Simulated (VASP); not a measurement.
# Ba16S15 (a cell with a defect) in VASP: single point with PBE

Aim: the single point of Ba16S15 (a cell with a defect) with PBE.

Everything below comes from runs of VASP 6.6.1. Logs are shortened: lines on timing, memory, paths and dates and some standing lists are left out, and cuts for length are marked.

## Step 1: The cell of the first run

The cell holds a defect, 31 atoms: a = 11.135 Å, b = 11.135 Å, c = 11.135 Å, α = 109.47°, β = 109.47°, γ = 109.47°.

## Step 2: Single point, PBE (atoms taken out, then relaxed in part)

INCAR

```
  PREC = Accurate
  ENCUT = 520
  EDIFF = 1E-6
  ISMEAR = 0
  SIGMA = 0.01
  LREAL = Auto
  LASPH = True
  NELM = 60
  ALGO = Normal
  ISIF = 2
  LWAVE = False
  LCHARG = False
  GGA = PE
  NBANDS = 146
```

KPOINTS

```
Automatic mesh
0
Gamma
  2 2 2
  0.5 0.5 0.5
```

POSCAR

```
Ba16S15
1.0
   -6.4285179479     -6.4285179479      6.4285179479
    6.4285179479      6.4285179479      6.4285179479
   -6.4285179479      6.4285179479     -6.4285179479
Ba S
16 15
Direct
    0.0000000000      0.2453597207      0.7453597207
    0.2500000000      0.2500000000      0.5000000000
    0.0000000000      0.5000000000      0.5000000000
    0.5000000000      0.2500000000      0.2500000000
    0.2546402793      0.5000000000      0.2546402793
    0.0000000000      0.7546402793      0.2546402793
    0.7453597207      0.2453597207      0.0000000000
    0.5000000000      0.5000000000      0.0000000000
    0.2546402793      0.7546402793      0.0000000000
    0.0000000000      0.0000000000      0.0000000000
    0.7453597207      0.5000000000      0.7453597207
    0.5000000000      0.7500000000      0.7500000000
    0.2500000000      0.0000000000      0.7500000000
    0.7500000000      0.7500000000      0.5000000000
    0.5000000000      0.0000000000      0.5000000000
    0.7500000000      0.0000000000      0.2500000000
    0.2493452628      0.5000000000      0.7506547372
    0.0000000000      0.7493452628      0.7506547372
    0.5000000000      0.5000000000      0.5000000000
    0.2493452628      0.7493452628      0.4986905256
    0.0000000000      0.0000000000      0.5000000000
    0.7506547372      0.5000000000      0.2493452628
    0.4986905256      0.7493452628      0.2493452628
    0.2493452628     -0.0013094744      0.2493452628
    0.0000000000      0.2506547372      0.2493452628
    0.7506547372      0.7493452628      0.0000000000
    0.5000000000      0.0000000000      0.0000000000
    0.2493452628      0.2506547372      0.0000000000
    0.7506547372      0.0013094744      0.7506547372
    0.5013094744      0.2506547372      0.7506547372
    0.7506547372      0.2506547372      0.5013094744
```

Potentials or basis: VASP PAW PBE potentials, release 64 (Ba_sv, S).

The run is started by

```sh
> cat potpaw_PBE.64/Ba_sv/POTCAR potpaw_PBE.64/S/POTCAR > POTCAR
> mpirun -np 1 vasp_std > vasp.out
```

OUTCAR:

```text
PREC = Accurate
   ENCUT = 520
   EDIFF = 1E-6
   ISMEAR = 0
   LREAL = Auto
   LASPH = True
   NELM = 60
   ISIF = 2
   GGA = PE

 ion  position               nearest neighbor table
   1  0.000  0.245  0.745-  21 3.15  17 3.21  28 3.21  29 3.21  31 3.21  16 4.50  13 4.50  14 4.50
                             2 4.50  10 4.55   3 4.55   8 4.55  15 4.55   9 4.63   5 4.63  11 4.63
   2  0.250  0.250  0.500-  19 3.21  21 3.21  17 3.22  24 3.22  25 3.22  30 3.22   6 4.50  11 4.50
                             1 4.50   5 4.50   4 4.55   8 4.55   3 4.55  12 4.55  13 4.55  15 4.55
   3  0.000  0.500  0.500-  17 3.21  18 3.21  20 3.21  22 3.21  25 3.21  31 3.21  13 4.55  14 4.55
                             2 4.55  12 4.55  16 4.55   4 4.55   5 4.55   6 4.55   9 4.55   7 4.55
   4  0.500  0.250  0.250-  19 3.21  27 3.21  22 3.22  28 3.22  31 3.22  24 3.22   5 4.50  11 4.50
                             9 4.50   7 4.50   8 4.55   2 4.55   3 4.55  14 4.55  15 4.55  16 4.55
   5  0.255  0.500  0.255-  19 3.15  20 3.21  23 3.21  25 3.21  28 3.21  14 4.50   4 4.50  12 4.50
                             2 4.50  15 4.55   3 4.55   8 4.55  10 4.55   9 4.63   1 4.63   6 4.63
   6  0.000  0.755  0.255-  21 3.15  20 3.21  22 3.21  24 3.21  26 3.21  16 4.50   2 4.50  13 4.50
                            14 4.50   3 4.55  10 4.55  15 4.55   8 4.55   9 4.63  11 4.63   7 4.63
   7  0.745  0.245  0.000-  27 3.15  25 3.21  22 3.21  29 3.21  30 3.21  12 4.50  13 4.50  16 4.50
                             4 4.50  10 4.55   3 4.55   8 4.55  15 4.55   1 4.63   5 4.63  11 4.63
   8  0.500  0.500  0.000-  17 3.21  22 3.21  23 3.21  26 3.21  28 3.21  30 3.21  14 4.55  16 4.55
                             4 4.55  12 4.55   2 4.55  13 4.55   6 4.55   7 4.55   9 4.55  11 4.55
   9  0.255  0.755  0.000-  27 3.15  18 3.21  23 3.21  24 3.21  17 3.21  12 4.50  13 4.50  16 4.50
[... 16 lines left out ...]
  18  0.000  0.749  0.751-   9 3.21  11 3.21  10 3.21   3 3.21  13 3.22  14 3.22
  19  0.500  0.500  0.500-   5 3.15  11 3.15   2 3.21   4 3.21  12 3.21  14 3.21
  20  0.249  0.749  0.499-   5 3.21   6 3.21   3 3.21  15 3.21  13 3.22  12 3.22
  21  0.000  0.000  0.500-   1 3.15   6 3.15   2 3.21  13 3.21  14 3.21  16 3.21
  22  0.751  0.500  0.249-   6 3.21   7 3.21   3 3.21   8 3.21   4 3.22  14 3.22
  23  0.499  0.749  0.249-   5 3.21   9 3.21   8 3.21  15 3.21  14 3.22  16 3.22
  24  0.249  0.999  0.249-   6 3.21   9 3.21  10 3.21  15 3.21   2 3.22   4 3.22
  25  0.000  0.251  0.249-   5 3.21   7 3.21   3 3.21  10 3.21   2 3.22  16 3.22
  26  0.751  0.749  0.000-   6 3.21  11 3.21  10 3.21   8 3.21  12 3.22  16 3.22
  27  0.500  0.000  0.000-   7 3.15   9 3.15   4 3.21  12 3.21  13 3.21  16 3.21
  28  0.249  0.251  0.000-   1 3.21   5 3.21   8 3.21  10 3.21   4 3.22  13 3.22
  29  0.751  0.001  0.751-   1 3.21   7 3.21  10 3.21  15 3.21  14 3.22  12 3.22
  30  0.501  0.251  0.751-   7 3.21  11 3.21   8 3.21  15 3.21   2 3.22  13 3.22
  31  0.751  0.251  0.501-   1 3.21  11 3.21   3 3.21  15 3.21   4 3.22  16 3.22

  LATTYP: Found a body centered cubic cell.
 ALAT       =    12.8570358958

  Lattice vectors:

 A1 = (  -6.4285179479,  -6.4285179479,   6.4285179479)
 A2 = (   6.4285179479,   6.4285179479,   6.4285179479)
 A3 = (  -6.4285179479,   6.4285179479,  -6.4285179479)

Analysis of symmetry for initial positions (statically):
=====================================================================
 Subroutine PRICEL returns:
 Original cell was already a primitive cell.

 Routine SETGRP: Setting up the symmetry group for a
 body centered cubic supercell.

 Subroutine GETGRP returns: Found 48 space group operations
 (whereof 12 operations were pure point group operations)
 out of a pool of 48 trial point group operations.

The static configuration has the point symmetry D_3d.
 The point group associated with its full space group is O_h .

Analysis of symmetry for dynamics (positions and initial velocities):
=====================================================================
 Subroutine PRICEL returns:
 Original cell was already a primitive cell.

 Routine SETGRP: Setting up the symmetry group for a
 body centered cubic supercell.

 Subroutine GETGRP returns: Found 48 space group operations
 (whereof 12 operations were pure point group operations)
 out of a pool of 48 trial point group operations.

The dynamic configuration has the point symmetry D_3d.
 The point group associated with its full space group is O_h .

 Subroutine INISYM returns: Found 48 space group operations
 (whereof 12 operations are pure point group operations),
 and found     1 'primitive' translations

----------------------------------------------------------------------------------------

                                     Primitive cell

  volume of cell :    1062.6557

  direct lattice vectors                    reciprocal lattice vectors
    -6.428517948 -6.428517948  6.428517948    -0.077778425  0.000000000  0.077778425
     6.428517948  6.428517948  6.428517948     0.000000000  0.077778425  0.077778425
    -6.428517948  6.428517948 -6.428517948    -0.077778425  0.077778425  0.000000000

  length of vectors
    11.134519703 11.134519703 11.134519703     0.109995303  0.109995303  0.109995303

  position of ions in fractional coordinates (direct lattice)
     0.000000000  0.245359721  0.745359721
     0.250000000  0.250000000  0.500000000
     0.000000000  0.500000000  0.500000000
     0.500000000  0.250000000  0.250000000
     0.254640279  0.500000000  0.254640279
     0.000000000  0.754640279  0.254640279
[... 23 lines left out ...]
     0.501309474  0.250654737  0.750654737
     0.750654737  0.250654737  0.501309474

  ion indices of the primitive-cell ions
   primitive index   ion index
                 1           1
                 2           2
                 3           3
                 4           4
                 5           5
                 6           6
[... 23 lines left out ...]
                30          30
                31          31

----------------------------------------------------------------------------------------

 KPOINTS: Automatic mesh

Automatic generation of k-mesh.
 Grid dimensions read from file:
 generate k-points for:    2    2    2

 Generating k-lattice:

  Cartesian coordinates                     Fractional coordinates (reciprocal lattice)
    -0.038889212  0.000000000  0.038889212     0.500000000  0.000000000  0.000000000
     0.000000000  0.038889212  0.038889212     0.000000000  0.500000000  0.000000000
    -0.038889212  0.038889212  0.000000000     0.000000000  0.000000000  0.500000000

  Length of vectors
     0.054997652  0.054997652  0.054997652

  Shift w.r.t. Gamma in fractional coordinates (k-lattice)
     0.500000000  0.500000000  0.500000000

 Subroutine IBZKPT returns following result:
 ===========================================

 Found      2 irreducible k-points:

 Following reciprocal coordinates:
            Coordinates               Weight
  0.250000  0.250000  0.250000      2.000000
 -0.250000  0.250000  0.250000      6.000000
   k-points           NKPTS =      2   k-points in BZ     NKDIM =      2   number of bands    NBANDS=    146
   number of dos      NEDOS =    301   number of ions     NIONS =     31
   total plane-waves  NPLWV = 592704
   dimension x,y,z NGX =    84 NGY =   84 NGZ =   84
   dimension x,y,z NGXF=   168 NGYF=  168 NGZF=  168
   ions per type =              16  15
   NGX,Y,Z   is equivalent  to a cutoff of  12.54, 12.54, 12.54 a.u.
   NGXF,Y,Z  is equivalent  to a cutoff of  25.08, 25.08, 25.08 a.u.
 SYSTEM =  unknown system
   PREC   = accura    normal or accurate (medium, high low for compatibility)
   ISTART =      0    job   : 0-new  1-cont  2-samecut
   ICHARG =      2    charge: 1-file 2-atom 10-const
   ISPIN  =      1    spin polarized calculation?
   LNONCOLLINEAR =      F non collinear calculations
   LSORBIT =      F    spin-orbit coupling
   LASPH  =      T    aspherical Exc in radial PAW
   ENCUT  =  520.0 eV  38.22 Ry    6.18 a.u.  20.70 20.70 20.70*2*pi/ulx,y,z
   NELM   =     60;   NELMIN=  2; NELMDL= -5     # of ELM steps
   EDIFF  = 0.1E-05   stopping-criterion for ELM
   LREAL  =      T    real-space projection
   EDIFFG = 0.1E-04   stopping-criterion for IOM
   NSW    =      0    number of steps for IOM
   IBRION =     -1    ionic relax: 0-MD 1-quasi-New 2-CG
   NFREE  =      0    steps in history (QN), initial steepest desc. (CG)
   ISIF   =      2    stress and relaxation
   ISYM   =      2    0-nonsym 1-usesym 2-fastsym
   POTIM  = 0.5000    time-step for ionic-motion
   TEBEG  =    0.0;   TEEND  =   0.0 temperature during run
   PSTRESS=    0.0 pullay stress
   NELECT =     250.0000    total number of electrons
   NUPDOWN=      -1.0000    fix difference up-down
   EMIN   =  10.00;   EMAX   =-10.00  energy-range for DOS
   EFERMI =   0.00;   METHOD = LEGACY
   ISMEAR =     0;   SIGMA  =   0.01  broadening in eV -4-tet -1-fermi 0-gaus
   EFERMI_NEDOS =   21; number of points for ismear=-14 and -15
   IALGO  =     38    algorithm
   IMIX   =      4    mixing-type and parameters
     AMIX     =   0.40;   BMIX     =  1.00
     AMIX_MAG =   1.60;   BMIX_MAG =  1.00
  volume/ion in A,a.u.               =      34.28       231.33
  Fermi-wavevector in a.u.,A,eV,Ry     =   1.010626  1.909807 13.896525  1.021366
  Thomas-Fermi vector in A             =   2.143627
   LORBIT       =      0    0 simple, 1 ext, 2 COOP (PROOUT), +10 PAW based schemes
   GGA     = PE    functional components
   LHFCALC =     F    Hartree Fock is set to
   AEXX    =    0.0000 exact exchange contribution
   IVDW    =     0    specifies the selected vdW correction
   LEPSILON=     F    determine dielectric tensor
   LRPA    =     F    only Hartree local field effects (RPA)
 non-spin polarized calculation
 Gauss-broadening in eV      SIGMA  =   0.01
  energy-cutoff  :      520.00
  volume of cell :     1062.66
 maximum number of plane-waves:     28640
 NGX is ok and might be reduce to    84
   NGX = 41   NGY = 41   NGZ = 41

 number of electron     250.0000012 magnetization

 Free energy of the ion-electron system (eV)
  ---------------------------------------------------
  ext. energy  EPLUGINS =         0.00000000
  ---------------------------------------------------
  free energy    TOTEN  =      -154.37406623 eV

  energy without entropy =     -154.37020967  energy(sigma->0) =     -154.37213795

 E-fermi :   3.5279     XC(G=0):  -8.4667

 val. band max:        3.3807553538   @ k =  -0.2500   0.2500   0.2500
 cond. band min:       3.5309179728   @ k =  -0.2500   0.2500   0.2500
 fundamental gap:      0.1501626189
 Fermi energy:         3.5278722708

 k-point     1 :       0.2500    0.2500    0.2500
  band No.  band energies     occupation
      1     -24.9845      2.00000
      2     -24.9760      2.00000
      3     -24.9760      2.00000
      4     -24.9760      2.00000
      5     -24.9693      2.00000
      6     -24.9693      2.00000
[... 129 lines left out ...]
    136       4.7635      0.00000
    137       4.7635      0.00000

 k-point     2 :      -0.2500    0.2500    0.2500
  band No.  band energies     occupation
      1     -24.9859      2.00000
      2     -24.9759      2.00000
      3     -24.9744      2.00000
      4     -24.9744      2.00000
      5     -24.9709      2.00000
      6     -24.9698      2.00000
[... 129 lines left out ...]
    136       5.1668      0.00000
    137       5.3668      0.00000
 [bands above 137 left out]

------------------------ aborting loop because EDIFF is reached ----------------------------------------

  FORCE on cell =-STRESS in cart. coord.  units (eV):
  Direction    XX          YY          ZZ          XY          YZ          ZX
  --------------------------------------------------------------------------------------
  -------------------------------------------------------------------------------------
  Total        3.1041786      3.1041786      3.1041786      0.0000000     -0.0000000      0.0000000
  in kB        4.6802032      4.6802032      4.6802032      0.0000000     -0.0000000      0.0000000
  external PRESSURE =       4.6802032 kB  Pullay stress =       0.0000000 kB

 VOLUME and BASIS-vectors are now :
 -----------------------------------------------------------------------------
  energy-cutoff  :      520.00
  volume of cell :     1062.66
      direct lattice vectors                 reciprocal lattice vectors
    -6.428517948 -6.428517948  6.428517948    -0.077778425  0.000000000  0.077778425
     6.428517948  6.428517948  6.428517948     0.000000000  0.077778425  0.077778425
    -6.428517948  6.428517948 -6.428517948    -0.077778425  0.077778425  0.000000000

 POSITION                                       TOTAL-FORCE (eV/Angst)
 -----------------------------------------------------------------------------------
     -3.21426      6.36886     -3.21426         0.000000      0.031007      0.000000
     -3.21426      3.21426      0.00000         0.000000     -0.000000      0.000000
      0.00000      6.42852      0.00000         0.000000     -0.000000      0.000000
     -3.21426      0.00000      3.21426         0.000000     -0.000000      0.000000
     -0.05966      3.21426      3.21426         0.031007     -0.000000      0.000000
      3.21426      6.48818      3.21426         0.000000     -0.031007      0.000000
[... 23 lines left out ...]
     -6.43694      3.21426      0.00842        -0.002004     -0.000000      0.002004
     -6.43694      0.00842      3.21426        -0.002004      0.002004      0.000000
 -----------------------------------------------------------------------------------
    total drift:                               -0.000000      0.000000      0.000000

  FREE ENERGIE OF THE ION-ELECTRON SYSTEM (eV)
  ---------------------------------------------------
  free  energy   TOTEN  =      -154.3740662278 eV

  energy  without entropy=     -154.3702096698  energy(sigma->0) =     -154.37213795
```

Run time: 22 min. Hardware: 1 thread of AMD EPYC 7R43 (Zen 3), shared host; peak memory 1.2 GiB.

Results:

```
Free energy            : -154.3741 eV
Pressure               : 0.5 GPa
Largest force          : 0.031 eV/Å
Band gap on the k mesh : zero (bands 125 and 126 overlap by 0.06 eV)
```

Forces in eV/Å, atoms in the order of the input:
```
Ba   0.000  0.031  0.000
Ba   0.000  0.000  0.000
Ba   0.000  0.000  0.000
Ba   0.000  0.000  0.000
Ba   0.031  0.000  0.000
Ba   0.000 -0.031  0.000
Ba   0.000  0.000  0.031
Ba   0.000  0.000  0.000
Ba   0.000  0.000 -0.031
Ba   0.000  0.000  0.000
Ba  -0.031  0.000  0.000
Ba   0.000  0.000  0.000
Ba   0.000  0.000  0.000
Ba   0.000  0.000  0.000
Ba   0.000  0.000  0.000
Ba   0.000  0.000  0.000
S    0.000  0.002 -0.002
S   -0.002  0.000 -0.002
S    0.000  0.000  0.000
S    0.002 -0.002  0.000
S    0.000  0.000  0.000
S    0.000 -0.002  0.002
S    0.002  0.000 -0.002
S    0.000 -0.002 -0.002
S    0.002  0.000  0.002
S   -0.002 -0.002  0.000
S    0.000  0.000  0.000
S    0.002  0.002  0.000
S    0.000  0.002  0.002
S   -0.002  0.000  0.002
S   -0.002  0.002  0.000
```

Caveat: the cell differs from its parent crystal (atoms taken out, then relaxed in part); spin-orbit coupling is left out, which moves the levels of the heavy elements.

The gap in the log of VASP goes by the Fermi energy; the results here count the filled bands.